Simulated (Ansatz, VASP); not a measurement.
One calculation of BeSe2, two programs

```
CELL_PARAMETERS angstrom
0.00000 3.13787 3.13787
3.13787 0.00000 3.13787
3.13787 3.13787 0.00000
ATOMIC_POSITIONS crystal
Be 0.25000 0.25000 0.25000
Se 0.75000 0.75000 0.75000
Se 0.00000 0.00000 0.00000
```

Alike in both runs: functional PBE; k mesh 12 × 12 × 12; occupations gaussian, width 0.1 eV; no spin polarisation.

Ansatz relaxed the structure, and its values are those at the end. VASP's run is a single point on that final structure, the one shown.

```csv
,VASP,Ansatz
version,VASP 6.6.1,Ansatz 0.2.0
potentials or method,"VASP PAW PBE potentials, release 64 (Be, Se), cutoff 520 eV","scalar-relativistic, plane waves, PAW"
valence electrons in the cell,14,34
```

|  | VASP | Ansatz | Ansatz less VASP |
| --- | --- | --- | --- |
| gap on the k mesh at the Fermi level (eV) | none | none | - |
| pressure (GPa) | 0.0 | 0.0 | -0.03 |

A gap of «none» marks a metal or a gap that the smearing closes. With one functional, cell and mesh, what is left measures potentials, basis and numerics. VASP's potentials hold 14 valence electrons a cell and Ansatz's 34, so a difference there can come from the potentials and not from the codes.
